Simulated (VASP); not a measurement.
# CaO (Fm-3m) in VASP: G0W0 quasiparticle levels with PBE

Aim: the G0W0 quasiparticle levels of CaO with PBE.

Program: VASP 6.6.1. These are calculated values, not measurements. Logs are shortened: lines on timing, memory, paths and dates and some standing lists are left out, and cuts for length are marked.

## Step 1: The cell of the first run

Symmetry: Fm-3m, No. 225, cubic system. The conventional cell has a = 4.795 Å, b = 4.795 Å, c = 4.795 Å, α = 90.00°, β = 90.00°, γ = 90.00°. Within 3.2 Å of Ca (site symmetry m-3m) lie 6 O at 2.40 Å. O (site symmetry m-3m) has 6 Ca at 2.40 Å within 3.2 Å.

## Step 2: G0W0 quasiparticle levels, PBE

POSCAR reads:

```
CaO
1.0
    0.0000000000      2.3975473904      2.3975473904
    2.3975473904      0.0000000000      2.3975473904
    2.3975473904      2.3975473904      0.0000000000
Ca O
1 1
Direct
    0.0000000000      0.0000000000      0.0000000000
    0.5000000000      0.5000000000      0.5000000000
```

INCAR.step1 reads:

```
SYSTEM = CaO
  PREC = Accurate
  ENCUT = 500
  EDIFF = 1E-8
  ISMEAR = 0
  SIGMA = 0.01
  LREAL = .FALSE.
  LASPH = .TRUE.
  NELM = 60
  ALGO = Normal
  LWAVE = .TRUE.
  LCHARG = .FALSE.
  GGA = PE
```

INCAR.step2 reads:

```
SYSTEM = CaO
  PREC = Accurate
  ENCUT = 500
  EDIFF = 1E-8
  ISMEAR = 0
  SIGMA = 0.01
  LREAL = .FALSE.
  LASPH = .TRUE.
  NELM = 1
  ALGO = Exact
  LWAVE = .TRUE.
  LCHARG = .FALSE.
  GGA = PE
  NBANDS = 90
  LOPTICS = .TRUE.
  ISTART = 1
```

INCAR.step3 reads:

```
SYSTEM = CaO
  PREC = Accurate
  ENCUT = 500
  EDIFF = 1E-8
  ISMEAR = 0
  SIGMA = 0.01
  LREAL = .FALSE.
  LASPH = .TRUE.
  ALGO = EVGW0
  LWAVE = .FALSE.
  LCHARG = .FALSE.
  GGA = PE
  NELMGW = 1
  NBANDS = 90
  ENCUTGW = 120.0
  NOMEGA = 96
  PRECFOCK = Fast
  ISTART = 1
  NBANDSGW = 16
  OMEGAMAX = 20
```

KPOINTS reads:

```
regular mesh
0
G
  6 6 6
  0 0 0
```

Potentials or basis: VASP PAW PBE potentials, release 64 (Ca_sv_GW, O_GW).

Command:

```console
$ cat potpaw_PBE.64/Ca_sv_GW/POTCAR potpaw_PBE.64/O_GW/POTCAR > POTCAR
$ cp INCAR.step1 INCAR
$ mpirun -np 1 vasp_std > vasp.out
$ cp INCAR.step2 INCAR
$ mpirun -np 1 vasp_std > vasp.out
$ cp INCAR.step3 INCAR
$ mpirun -np 1 vasp_std > vasp.out
```

OUTCAR:

```text
SYSTEM = CaO
   PREC = Accurate
   ENCUT = 500
   EDIFF = 1E-8
   ISMEAR = 0
   LREAL = .FALSE.
   LASPH = .TRUE.
   GGA = PE
   NELMGW = 1
   ENCUTGW = 120.0
   PRECFOCK = Fast
   ISTART = 1

 ion  position               nearest neighbor table
   1  0.000  0.000  0.000-   2 2.40   2 2.40   2 2.40   2 2.40   2 2.40   2 2.40
   2  0.500  0.500  0.500-   1 2.40   1 2.40   1 2.40   1 2.40   1 2.40   1 2.40

  LATTYP: Found a face centered cubic cell.
 ALAT       =     4.7950947808

  Lattice vectors:

 A1 = (   0.0000000000,   2.3975473904,   2.3975473904)
 A2 = (   2.3975473904,   0.0000000000,   2.3975473904)
 A3 = (   2.3975473904,   2.3975473904,   0.0000000000)

Analysis of symmetry for initial positions (statically):
=====================================================================
 Subroutine PRICEL returns:
 Original cell was already a primitive cell.

 Routine SETGRP: Setting up the symmetry group for a
 face centered cubic supercell.

 Subroutine GETGRP returns: Found 48 space group operations
 (whereof 48 operations were pure point group operations)
 out of a pool of 48 trial point group operations.

The static configuration has the point symmetry O_h .

Analysis of symmetry for dynamics (positions and initial velocities):
=====================================================================
 Subroutine PRICEL returns:
 Original cell was already a primitive cell.

 Routine SETGRP: Setting up the symmetry group for a
 face centered cubic supercell.

 Subroutine GETGRP returns: Found 48 space group operations
 (whereof 48 operations were pure point group operations)
 out of a pool of 48 trial point group operations.

The dynamic configuration has the point symmetry O_h .

 Subroutine INISYM returns: Found 48 space group operations
 (whereof 48 operations are pure point group operations),
 and found     1 'primitive' translations

----------------------------------------------------------------------------------------

                                     Primitive cell

  volume of cell :      27.5633

  direct lattice vectors                    reciprocal lattice vectors
     0.000000000  2.397547390  2.397547390    -0.208546451  0.208546451  0.208546451
     2.397547390  0.000000000  2.397547390     0.208546451 -0.208546451  0.208546451
[... 59 lines left out ...]
   number of dos      NEDOS =    301   number of ions     NIONS =      2
   total plane-waves  NPLWV =  21952
   dimension x,y,z NGX =    28 NGY =   28 NGZ =   28
   dimension x,y,z NGXF=    56 NGYF=   56 NGZF=   56
   ions per type =               1   1
   NGX,Y,Z   is equivalent  to a cutoff of  13.73, 13.73, 13.73 a.u.
   NGXF,Y,Z  is equivalent  to a cutoff of  27.46, 27.46, 27.46 a.u.
 SYSTEM =  CaO
   PREC   = accura    normal or accurate (medium, high low for compatibility)
   ISTART =      1    job   : 0-new  1-cont  2-samecut
   ICHARG =      0    charge: 1-file 2-atom 10-const
   ISPIN  =      1    spin polarized calculation?
   LNONCOLLINEAR =      F non collinear calculations
   LSORBIT =      F    spin-orbit coupling
   LASPH  =      T    aspherical Exc in radial PAW
   ENCUT  =  500.0 eV  36.75 Ry    6.06 a.u.   6.18  6.18  6.18*2*pi/ulx,y,z
   NELM   =     60;   NELMIN=  2; NELMDL=  0     # of ELM steps
   EDIFF  = 0.1E-07   stopping-criterion for ELM
   LREAL  =      F    real-space projection
   EDIFFG = 0.1E-06   stopping-criterion for IOM
   NSW    =      0    number of steps for IOM
   IBRION =     -1    ionic relax: 0-MD 1-quasi-New 2-CG
   NFREE  =      0    steps in history (QN), initial steepest desc. (CG)
   ISIF   =      0    stress and relaxation
   ISYM   =      3    0-nonsym 1-usesym 2-fastsym
   POTIM  = 0.5000    time-step for ionic-motion
   TEBEG  =    0.0;   TEEND  =   0.0 temperature during run
   PSTRESS=    0.0 pullay stress
   NELECT =      16.0000    total number of electrons
   NUPDOWN=      -1.0000    fix difference up-down
   EMIN   =  10.00;   EMAX   =-10.00  energy-range for DOS
   EFERMI =   0.00;   METHOD = LEGACY
   ISMEAR =     0;   SIGMA  =   0.01  broadening in eV -4-tet -1-fermi 0-gaus
   EFERMI_NEDOS =   21; number of points for ismear=-14 and -15
   IALGO  =     38    algorithm
   IMIX   =      4    mixing-type and parameters
     AMIX     =   0.40;   BMIX     =  1.00
     AMIX_MAG =   1.60;   BMIX_MAG =  1.00
  volume/ion in A,a.u.               =      13.78        93.00
  Fermi-wavevector in a.u.,A,eV,Ry     =   1.365644  2.580694 25.374656  1.864985
  Thomas-Fermi vector in A             =   2.491855
   LORBIT       =      0    0 simple, 1 ext, 2 COOP (PROOUT), +10 PAW based schemes
   GGA     = PE    functional components
   LHFCALC =     T    Hartree Fock is set to
   PRECFOCK=fast      Normal, Fast or Accurate (Low or Medium for compatibility)
   ENCUT4O =  -1.0   cutoff for four orbital integrals eV
   NKREDX  =     1    reduce k-point grid by
   NKREDY  =     1    reduce k-point grid by
   NKREDZ  =     1    reduce k-point grid by
   AEXX    =    1.0000 exact exchange contribution
   HFSCREEN=    0.0000 screening length (either q_TF or 0.3 A-1)
   HFSCREENC=   0.0000 screening length for correlation (either q_TF or 0.3 A-1)
   ENCUTFOCK=  -1.0 apply spherical cutoff to Coloumb kernel
   IVDW    =     0    specifies the selected vdW correction
   LEPSILON=     F    determine dielectric tensor
   LRPA    =     F    only Hartree local field effects (RPA)
   LRPAFORCE           =     F    calculate RPA forces
   ENCUTGW             = 120.0    cutoff for response function in eV
   ENCUTGWSOFT         =  96.0    soft cutoff for Coulomb kernel in GW response function in eV
   ENCUTLF             =  -1.0    cutoff for local field effects
   NELMGW              =     1    number of iterations in solving QP/BSE equation
   NELMHF              =     1    number of iterations in the inner HF iteration
   NKREDLFX            =     1    NKREDLFY  =   1   NKREDLFZ  =   1
 non-spin polarized calculation
 Gauss-broadening in eV      SIGMA  =   0.01
  energy-cutoff  :      500.00
  volume of cell :       27.56
 maximum number of plane-waves:       725
 NGX is ok and might be reduce to    28
  NGX = 14; NGY = 14; NGZ = 14
   NGX = 13   NGY = 13   NGZ = 13
 maximum number of plane-waves:        92
 NGX is ok and might be reduce to    14

 QP shifts <psi_nk| G(iteration)W_0 |psi_nk>: iteration 1
 for sc-GW calculations column KS-energies equals QP-energies in previous step
 and V_xc(KS)=  KS-energies - (<T + V_ion + V_H > + <T+V_H+V_ion>^1  + <V_x>^1)

 k-point   1 :       0.0000    0.0000    0.0000
  band No.  KS-energies  QP-energies   sigma(KS)   V_xc(KS)     V^pw_x(r,r')   Z            occupation Imag(sigma)

      1     -32.9287     -34.5095     -23.1702     -20.6284     -34.4129       0.6220       2.0000       0.6054
      2     -13.6891     -15.9628     -23.1274     -20.1615     -28.1129       0.7666       2.0000       0.1692
      3     -13.6891     -15.9628     -23.1274     -20.1615     -28.1129       0.7666       2.0000       0.1692
      4     -13.6891     -15.9628     -23.1274     -20.1615     -28.1129       0.7666       2.0000       0.1692
      5     -10.8624     -12.4928     -21.8456     -19.2165     -30.6886       0.6201       2.0000       0.5764
      6       4.6732       3.8653     -20.2406     -19.1694     -24.4463       0.7541       2.0000       0.0610
[... 295 lines left out ...]
      2     -14.2094     -16.5168     -22.5674     -19.5101     -27.6485       0.7547       2.0000       0.2394
      3     -14.0805     -16.2214     -22.6066     -19.6952     -28.0437       0.7353       2.0000       0.2072
      4     -14.0182     -16.3079     -22.7807     -19.7583     -27.8249       0.7576       2.0000       0.2132
      5     -10.3280     -11.9728     -22.5696     -19.9407     -30.9828       0.6257       2.0000       0.4655
      6       3.4561       2.3894     -18.8075     -17.3818     -22.9566       0.7482       2.0000       0.0671
[... 8 lines left out ...]
     15      18.4903      19.5313     -10.6144     -11.9095      -5.5364       0.8038       0.0000      -0.2122
     16      20.2414      21.8725     -11.8895     -14.0096      -6.0289       0.7693       0.0000      -0.5414
```

OUTCAR.step1:

```text
SYSTEM = CaO
   PREC = Accurate
   ENCUT = 500
   EDIFF = 1E-8
   ISMEAR = 0
   LREAL = .FALSE.
   LASPH = .TRUE.
[... 450 lines left out ...]
      0.00000      0.00000      0.00000        -0.000000     -0.000000     -0.000000
      2.39755      2.39755      2.39755         0.000000      0.000000      0.000000
 -----------------------------------------------------------------------------------
    total drift:                                0.000000      0.000000      0.000000

  FREE ENERGIE OF THE ION-ELECTRON SYSTEM (eV)
  ---------------------------------------------------
  free  energy   TOTEN  =       -17.7800938738 eV

  energy  without entropy=      -17.7800938738  energy(sigma->0) =      -17.78009387
```

OUTCAR.step2:

```text
SYSTEM = CaO
   PREC = Accurate
   ENCUT = 500
   EDIFF = 1E-8
[... 914 lines left out ...]
  --------------------------------------------------------------------------------------------------------------
     0.00000     3.91879     3.91879     3.91879    -0.00000    -0.00000     0.00000
     1.82858     4.09182     4.09182     4.09182    -0.00000    -0.00000     0.00000
     3.65716     5.10874     5.10874     5.10874    -0.00000    -0.00000     0.00000
     5.48574     5.21415     5.21415     5.21415     0.00000     0.00000    -0.00000
     7.31432     4.63470     4.63470     4.63470    -0.00000     0.00000     0.00000
     9.14290     2.24992     2.24992     2.24992     0.00000    -0.00000    -0.00000
[... 92 lines left out ...]
   179.20077     0.97698     0.97698     0.97698     0.00000     0.00000    -0.00000
   181.02935     0.97749     0.97749     0.97749     0.00000     0.00000    -0.00000
```

Wall time 7.6 min (1 thread of Intel Xeon 8259CL, shared host); peak memory 0.45 GiB.

What came out:

```yaml
Quasiparticle_gap: 5.77 eV
Least_direct_quasiparticle_gap: 6.24 eV
Band_gap_of_the_starting_levels_on_the_mesh: 3.66 eV
Least_direct_gap_of_the_starting_levels_on_the_mesh: 4.03 eV
```

Caveat: the k points lie up to 0.38 Å⁻¹ apart; bands, screening cutoff and mesh are small and nothing is extrapolated, so the quasiparticle values aren't converged.
